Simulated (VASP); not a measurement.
Runs of VASP 6.6.1 on ZrB. The structure is that of space group Fm-3m (No. 225), or close to it. The cells are those of the table. 

```csv
task,cell,k mesh,cutoff (eV),gap on the mesh (eV),pressure (GPa)
relaxation of cell and atoms,"relaxed to 40 GPa from a = 3.245 Å, angles 60.0°, 2 atoms",16 × 16 × 16,600,none,40.0
single point,"a = 3.328 Å, angles 60.0°, 2 atoms",14 × 14 × 14,520,none,20.3
relaxation of cell and atoms,"relaxed to 20 GPa from a = 3.326 Å, angles 60.0°, 2 atoms",14 × 14 × 14,600,none,20.0
relaxation of cell and atoms,"relaxed to 5 GPa from a = 3.406 Å, angles 60.0°, 2 atoms",14 × 14 × 14,600,none,5.0
relaxation of cell and atoms,"relaxed to 10 GPa from a = 3.377 Å, angles 60.0°, 2 atoms",14 × 14 × 14,600,none,10.0
single point,"a = 3.406 Å, angles 60.0°, 2 atoms",14 × 14 × 14,520,none,5.3
relaxation of cell and atoms,"relaxed to -2 GPa from a = 3.460 Å, angles 60.0°, 2 atoms",14 × 14 × 14,600,none,-2.0
single point,"a = 3.378 Å, angles 60.0°, 2 atoms",14 × 14 × 14,520,none,(a)
```

Alike in all rows: level PBEsol; potentials or basis VASP PAW PBE potentials, release 64 (Zr_sv, B); no spin polarisation; smearing gaussian 0.1 eV.

Question: Estimate the missing entries.

Answer: (a) 10.3.

Caveats: the PAW data sets were made with another functional, which shifts forces and pressure a little; the cell is relaxed towards a set pressure, so the run minimises the enthalpy, not the energy (at least some runs); the cell stands under pressure (at least some runs).

A k mesh can miss the band edges, and the runs leave out spin-orbit coupling on Zr.

A gap of «none» marks levels without a gap at the run's occupations.
